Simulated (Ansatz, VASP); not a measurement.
## Two plane-wave programs on SrNiF6

```
CELL_PARAMETERS angstrom
3.53700 2.04209 2.21867
-3.53700 2.04209 2.21867
0.00000 -4.08418 2.21867
ATOMIC_POSITIONS crystal
Sr 0.50000 0.50000 0.50000
Ni 0.00000 0.00000 0.00000
F 0.27600 0.91600 0.27600
F 0.27600 0.27600 0.91600
F 0.91600 0.27600 0.27600
F 0.72400 0.08400 0.72400
F 0.08400 0.72400 0.72400
F 0.72400 0.72400 0.08400
```

Alike in both runs: task single point; functional LDA; k mesh 4 × 4 × 4; occupations gaussian, width 0.05 eV; collinear spin; Hubbard terms Ni d U = 2.0 eV, J = 0.7 eV.

|  | VASP | Ansatz |
| --- | --- | --- |
| version | VASP 6.6.1 | Ansatz 0.2.0 |
| potentials or method | VASP PAW LDA potentials, release 64 (Sr_sv, Ni_sv_GW, F), cutoff 600 eV | scalar-relativistic, plane waves, PAW |
| valence electrons in the cell | 70 | 70 |

|  | VASP | Ansatz | Ansatz less VASP |
| --- | --- | --- | --- |
| gap on the k mesh at the Fermi level (eV) | 1.30 | 1.31 | +0.002 |
| least direct gap on the mesh (eV) | 1.31 | 1.31 | +0.002 |
| pressure (GPa) | -8.1 | -7.9 | +0.22 |
| traceless stress, the component that is largest in VASP (GPa) | 1.58 | 1.47 | -0.109 |
| rms of the force components (eV/Å) | 0.395 | 0.434 | +0.0391 |
| net moment per atom (μB) | 0.00 | 0.00 | 0.000 |

LDA's correlation is that of Perdew and Zunger in VASP and of Perdew and Wang (1992) in Ansatz. The programs project onto different local orbitals, so the same U acts differently, and such runs can settle in different states. Atom by atom the forces differ by 0.045 eV/Å (rms over components). Ansatz's warnings: seeded moment not kept, specified occupation not kept, symmetry narrowed by occupation matrices.
